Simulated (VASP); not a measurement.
# Ti12B in VASP: single point with LDA

Aim: the single point of Ti12B with LDA.

Everything below comes from runs of VASP 6.6.1. Logs are shortened: lines on timing, memory, paths and dates and some standing lists are left out, and cuts for length are marked.

## 1. The cell of the first run

The cell holds a slab with vacuum, 13 atoms: a = 5.658 Å, b = 5.658 Å, c = 19.883 Å, α = 90.00°, β = 90.00°, γ = 120.00°.

## 2. Single point, LDA

INCAR reads:

```
ALGO = Normal ; DIPOL = 0.5 0.5 0.327
EDIFF = 1E-6 ; ENCUT = 520
GGA = CA ; IDIPOL = 3
ISIF = 2 ; ISMEAR = 0
LASPH = T ; LCHARG = F
LDIPOL = T ; LREAL = F
LWAVE = F ; NBANDS = 86
NELM = 100 ; PREC = Accurate
SIGMA = 0.1
```

KPOINTS reads:

```
k-points
0
Gamma
  6 6 1
```

POSCAR reads:

```
Ti12B
1.0
    5.6584013780      0.0000000000      0.0000000000
   -2.8292006890      4.9003193382      0.0000000000
    0.0000000000      0.0000000000     19.8826493670
Ti B
12 1
Direct
    0.3333333333      0.1666666667      0.2011804326
    0.3333333333      0.6666666667      0.2011804326
    0.8333333333      0.1666666667      0.2011804326
    0.8333333333      0.6666666667      0.2011804326
    0.1666666667      0.3333333334      0.3113966117
    0.1666666667      0.8333333334      0.3113966117
    0.6666666667      0.3333333333      0.3113966117
    0.6666666667      0.8333333333      0.3113966117
    0.0000000000      0.0000000000      0.4216062564
    0.0000000000      0.5000000000      0.4216062564
    0.5000000000      0.0000000000      0.4216062564
    0.5000000000      0.5000000000      0.4216062564
    0.1666666667      0.0833333334      0.5077933699
```

Potentials or basis: VASP PAW LDA potentials, release 64 (Ti_sv, B).

The run is started by

```sh
> cat potpaw_LDA.64/Ti_sv/POTCAR potpaw_LDA.64/B/POTCAR > POTCAR
> mpirun -np 1 vasp_std > vasp.out
```

OUTCAR:

```text
EDIFF = 1E-6
   ENCUT = 520
   GGA = CA
   ISIF = 2
   ISMEAR = 0
   LASPH = T
   LREAL = F
   NELM = 100
   PREC = Accurate

 ion  position               nearest neighbor table
   1  0.333  0.167  0.201-   5 2.73   6 2.73   7 2.73   3 2.83   3 2.83   2 2.83   2 2.83   4 2.83
                             4 2.83
   2  0.333  0.667  0.201-   6 2.73   5 2.73   8 2.73   4 2.83   4 2.83   3 2.83   1 2.83   1 2.83
                             3 2.83
   3  0.833  0.167  0.201-   7 2.73   5 2.73   8 2.73   1 2.83   1 2.83   2 2.83   4 2.83   4 2.83
                             2 2.83
   4  0.833  0.667  0.201-   8 2.73   6 2.73   7 2.73   2 2.83   2 2.83   1 2.83   3 2.83   3 2.83
                             1 2.83
   5  0.167  0.333  0.311-  12 2.73  10 2.73   9 2.73   1 2.73   2 2.73   3 2.73   7 2.83   8 2.83
                             6 2.83   6 2.83   7 2.83   8 2.83
   6  0.167  0.833  0.311-  11 2.73   9 2.73  10 2.73   2 2.73   1 2.73   4 2.73   8 2.83   7 2.83
                             5 2.83   5 2.83   8 2.83   7 2.83
   7  0.667  0.333  0.311-  10 2.73  11 2.73  12 2.73   3 2.73   1 2.73   4 2.73   5 2.83   6 2.83
                             8 2.83   8 2.83   5 2.83   6 2.83
   8  0.667  0.833  0.311-   9 2.73  12 2.73  11 2.73   4 2.73   2 2.73   3 2.73   6 2.83   5 2.83
                             7 2.83   7 2.83   6 2.83   5 2.83
   9  0.000  0.000  0.422-  13 1.90   8 2.73   6 2.73   5 2.73  11 2.83  11 2.83  10 2.83  10 2.83
                            12 2.83  12 2.83
  10  0.000  0.500  0.422-   7 2.73   5 2.73   6 2.73  12 2.83  12 2.83   9 2.83   9 2.83  11 2.83
                            11 2.83
  11  0.500  0.000  0.422-   6 2.73   7 2.73   8 2.73   9 2.83   9 2.83  12 2.83  12 2.83  10 2.83
                            10 2.83
  12  0.500  0.500  0.422-   5 2.73   8 2.73   7 2.73  10 2.83  10 2.83  11 2.83  11 2.83   9 2.83
                             9 2.83
  13  0.167  0.083  0.508-   9 1.90

  LATTYP: Found a hexagonal cell.
 ALAT       =     5.6584013780
 C/A-ratio  =     3.5138280300

  Lattice vectors:

 A1 = (   5.6584013780,   0.0000000000,   0.0000000000)
 A2 = (  -2.8292006890,   4.9003193382,   0.0000000000)
 A3 = (   0.0000000000,   0.0000000000,  19.8826493670)

Analysis of symmetry for initial positions (statically):
=====================================================================
 Subroutine PRICEL returns:
 Original cell was already a primitive cell.

 Routine SETGRP: Setting up the symmetry group for a
 hexagonal supercell.

 Subroutine GETGRP returns: Found  2 space group operations
 (whereof  2 operations were pure point group operations)
 out of a pool of 24 trial point group operations.

The static configuration has the point symmetry C_1h.

Analysis of symmetry for dynamics (positions and initial velocities):
=====================================================================
 Subroutine PRICEL returns:
 Original cell was already a primitive cell.

 Routine SETGRP: Setting up the symmetry group for a
 hexagonal supercell.

 Subroutine GETGRP returns: Found  2 space group operations
 (whereof  2 operations were pure point group operations)
 out of a pool of 24 trial point group operations.

The dynamic configuration has the point symmetry C_1h.

 Subroutine INISYM returns: Found  2 space group operations
 (whereof  2 operations are pure point group operations),
 and found     1 'primitive' translations

----------------------------------------------------------------------------------------

                                     Primitive cell

  volume of cell :     551.3056

  direct lattice vectors                    reciprocal lattice vectors
     5.658401378  0.000000000  0.000000000     0.176728361  0.102034167  0.000000000
    -2.829200689  4.900319338  0.000000000     0.000000000  0.204068333  0.000000000
     0.000000000  0.000000000 19.882649367     0.000000000  0.000000000  0.050295108

  length of vectors
     5.658401378  5.658401378 19.882649367     0.204068333  0.204068333  0.050295108

  position of ions in fractional coordinates (direct lattice)
     0.333333333  0.166666667  0.201180433
     0.333333333  0.666666667  0.201180433
     0.833333333  0.166666667  0.201180433
     0.833333333  0.666666667  0.201180433
     0.166666667  0.333333333  0.311396612
     0.166666667  0.833333333  0.311396612
     0.666666667  0.333333333  0.311396612
     0.666666667  0.833333333  0.311396612
     0.000000000  0.000000000  0.421606256
     0.000000000  0.500000000  0.421606256
[... 50 lines left out ...]
  0.000000  0.166667  0.000000      4.000000
  0.333333 -0.000000  0.000000      2.000000
  0.000000  0.333333  0.000000      4.000000
  0.500000 -0.000000  0.000000      1.000000
  0.000000  0.500000  0.000000      2.000000
  0.166667  0.166667  0.000000      4.000000
 -0.166667  0.333333  0.000000      2.000000
  0.333333  0.166667  0.000000      4.000000
 -0.166667  0.500000  0.000000      4.000000
  0.500000  0.333333  0.000000      4.000000
  0.333333  0.333333  0.000000      2.000000
   k-points           NKPTS =     13   k-points in BZ     NKDIM =     13   number of bands    NBANDS=     86
   number of dos      NEDOS =    301   number of ions     NIONS =     13
   total plane-waves  NPLWV = 264600
   dimension x,y,z NGX =    42 NGY =   42 NGZ =  150
   dimension x,y,z NGXF=    84 NGYF=   84 NGZF=  300
   ions per type =              12   1
   NGX,Y,Z   is equivalent  to a cutoff of  12.34, 12.34, 12.54 a.u.
   NGXF,Y,Z  is equivalent  to a cutoff of  24.68, 24.68, 25.08 a.u.
 SYSTEM =  unknown system
   PREC   = accura    normal or accurate (medium, high low for compatibility)
   ISTART =      0    job   : 0-new  1-cont  2-samecut
   ICHARG =      2    charge: 1-file 2-atom 10-const
   ISPIN  =      1    spin polarized calculation?
   LNONCOLLINEAR =      F non collinear calculations
   LSORBIT =      F    spin-orbit coupling
   LASPH  =      T    aspherical Exc in radial PAW
   ENCUT  =  520.0 eV  38.22 Ry    6.18 a.u.  10.52 10.52 36.97*2*pi/ulx,y,z
   NELM   =    100;   NELMIN=  2; NELMDL= -5     # of ELM steps
   EDIFF  = 0.1E-05   stopping-criterion for ELM
   LREAL  =      F    real-space projection
   EDIFFG = 0.1E-04   stopping-criterion for IOM
   NSW    =      0    number of steps for IOM
   IBRION =     -1    ionic relax: 0-MD 1-quasi-New 2-CG
   NFREE  =      0    steps in history (QN), initial steepest desc. (CG)
   ISIF   =      2    stress and relaxation
   ISYM   =      2    0-nonsym 1-usesym 2-fastsym
   POTIM  = 0.5000    time-step for ionic-motion
   TEBEG  =    0.0;   TEEND  =   0.0 temperature during run
   PSTRESS=    0.0 pullay stress
   NELECT =     147.0000    total number of electrons
   NUPDOWN=      -1.0000    fix difference up-down
   EMIN   =  10.00;   EMAX   =-10.00  energy-range for DOS
   EFERMI =   0.00;   METHOD = LEGACY
   ISMEAR =     0;   SIGMA  =   0.10  broadening in eV -4-tet -1-fermi 0-gaus
   EFERMI_NEDOS =   21; number of points for ismear=-14 and -15
   IALGO  =     38    algorithm
   IMIX   =      4    mixing-type and parameters
     AMIX     =   0.40;   BMIX     =  1.00
     AMIX_MAG =   1.60;   BMIX_MAG =  1.00
  volume/ion in A,a.u.               =      42.41       286.18
  Fermi-wavevector in a.u.,A,eV,Ry     =   1.053699  1.991202 15.106292  1.110281
  Thomas-Fermi vector in A             =   2.188831
   LORBIT       =      0    0 simple, 1 ext, 2 COOP (PROOUT), +10 PAW based schemes
   GGA     = CA    functional components
   LHFCALC =     F    Hartree Fock is set to
   AEXX    =    0.0000 exact exchange contribution
   IVDW    =     0    specifies the selected vdW correction
   LEPSILON=     F    determine dielectric tensor
   LRPA    =     F    only Hartree local field effects (RPA)
 non-spin polarized calculation
 Gauss-broadening in eV      SIGMA  =   0.10
  energy-cutoff  :      520.00
  volume of cell :      551.31
 maximum number of plane-waves:     14904
   NGX = 21   NGY = 21   NGZ = 73

 dipolmoment           0.000000      0.000000     -0.048434 electrons x Angstroem

 number of electron     147.0000002 magnetization

 dipolmoment           0.000000      0.000000      0.056048 electrons x Angstroem

 Free energy of the ion-electron system (eV)
  ---------------------------------------------------
  ext. energy  EPLUGINS =         0.00000000
  ---------------------------------------------------
  free energy    TOTEN  =       -99.63622736 eV

  energy without entropy =      -99.51817449  energy(sigma->0) =      -99.57720092

 E-fermi :   0.1252     XC(G=0):  -5.4617

 val. band max:        0.1239965217   @ k =   0.0000   0.3333   0.0000
 cond. band min:       0.1655397091   @ k =   0.3333   0.1667   0.0000
 fundamental gap:      0.0415431874
 Fermi energy:         0.1252447005

 k-point     1 :       0.0000    0.0000    0.0000
  band No.  band energies     occupation
      1     -55.9440      2.00000
      2     -55.8907      2.00000
      3     -55.8427      2.00000
      4     -55.8390      2.00000
      5     -55.7647      2.00000
      6     -55.7647      2.00000
[... 1133 lines left out ...]
     84       0.7256      0.00000
     85       1.1253      0.00000
 [bands above 85 left out]

------------------------ aborting loop because EDIFF is reached ----------------------------------------

 vacuum level on the upper side and lower side of the slab       (xc-potential included)        -0.016        -0.381

  FORCE on cell =-STRESS in cart. coord.  units (eV):
  Direction    XX          YY          ZZ          XY          YZ          ZX
  --------------------------------------------------------------------------------------
  -------------------------------------------------------------------------------------
  Total       -3.0647407     -2.9640339      1.6578617     -0.0872146      1.0677981      1.8494811
  in kB       -8.9065997     -8.6139306      4.8179965     -0.2534588      3.1031827      5.3748715
  external PRESSURE =      -4.2341779 kB  Pullay stress =       0.0000000 kB

 VOLUME and BASIS-vectors are now :
 -----------------------------------------------------------------------------
  energy-cutoff  :      520.00
  volume of cell :      551.31
      direct lattice vectors                 reciprocal lattice vectors
     5.658401378  0.000000000  0.000000000     0.176728361  0.102034167  0.000000000
    -2.829200689  4.900319338  0.000000000     0.000000000  0.204068333  0.000000000
     0.000000000  0.000000000 19.882649367     0.000000000  0.000000000  0.050295108

 POSITION                                       TOTAL-FORCE (eV/Angst)
 -----------------------------------------------------------------------------------
      1.41460      0.81672      4.00000        -0.005921     -0.003418     -0.000531
     -0.00000      3.26688      4.00000        -0.060861     -0.035138      0.052419
      4.24380      0.81672      4.00000         0.000080      0.028313      0.099698
      2.82920      3.26688      4.00000         0.024560     -0.014087      0.099698
      0.00000      1.63344      6.19139        -0.049703      0.237688     -0.331063
     -1.41460      4.08360      6.19139         0.180993     -0.161888     -0.331063
      2.82920      1.63344      6.19139         0.078060      0.045068     -0.206969
      1.41460      4.08360      6.19139        -0.057194     -0.033021     -0.392497
      0.00000      0.00000      8.38265        -0.467034     -0.269642     -1.833217
     -1.41460      2.45016      8.38265         0.299904      0.173150      0.967289
      2.82920      0.00000      8.38265        -0.842861      0.179295      0.922410
      1.41460      2.45016      8.38265        -0.266156     -0.819587      0.922410
      0.70730      0.40836     10.09628         1.166133      0.673267      0.031413
 -----------------------------------------------------------------------------------
    total drift:                                0.000084      0.000045      0.005351

  FREE ENERGIE OF THE ION-ELECTRON SYSTEM (eV)
  ---------------------------------------------------
  free  energy   TOTEN  =       -99.6362273611 eV

  energy  without entropy=      -99.5181744865  energy(sigma->0) =      -99.57720092

 vacuum level on the upper side and lower side of the slab         5.175         4.797
```

Run time: 42 min. Hardware: 1 thread of Intel Xeon Platinum 8488C (Sapphire Rapids), shared host; peak memory 0.71 GiB.

Results:

| Item | Value |
| --- | --- |
| Free energy | -99.6362 eV |
| Largest force | 1.911 eV/Å |
| Band gap on the k mesh | zero (an odd number of electrons rules out a gap without spin polarisation) |

Forces on the atoms (eV/Å):
```
Ti  -0.006 -0.003 -0.001
Ti  -0.061 -0.035  0.052
Ti   0.000  0.028  0.100
Ti   0.025 -0.014  0.100
Ti  -0.050  0.238 -0.331
Ti   0.181 -0.162 -0.331
Ti   0.078  0.045 -0.207
Ti  -0.057 -0.033 -0.392
Ti  -0.467 -0.270 -1.833
Ti   0.300  0.173  0.967
Ti  -0.843  0.179  0.922
Ti  -0.266 -0.820  0.922
B    1.166  0.673  0.031
```

Levels at points of the mesh, in eV from the Fermi level:
| k point | band 70 | band 71 | band 72 | band 73 | band 74 | band 75 | band 76 | band 77 |
| --- | --- | --- | --- | --- | --- | --- | --- | --- |
| (0.00, 0.00, 0.00) | -0.04 | 0.13 | 0.39 | 0.55 | 0.61 | 0.68 | 0.70 | 0.73 |
| (0.50, 0.00, 0.00) | -0.45 | -0.41 | -0.39 | -0.34 | -0.15 | -0.02 | -0.01 | -0.01 |
| (0.00, 0.50, 0.00) | -0.47 | -0.43 | -0.37 | -0.28 | -0.16 | -0.04 | -0.03 | -0.01 |
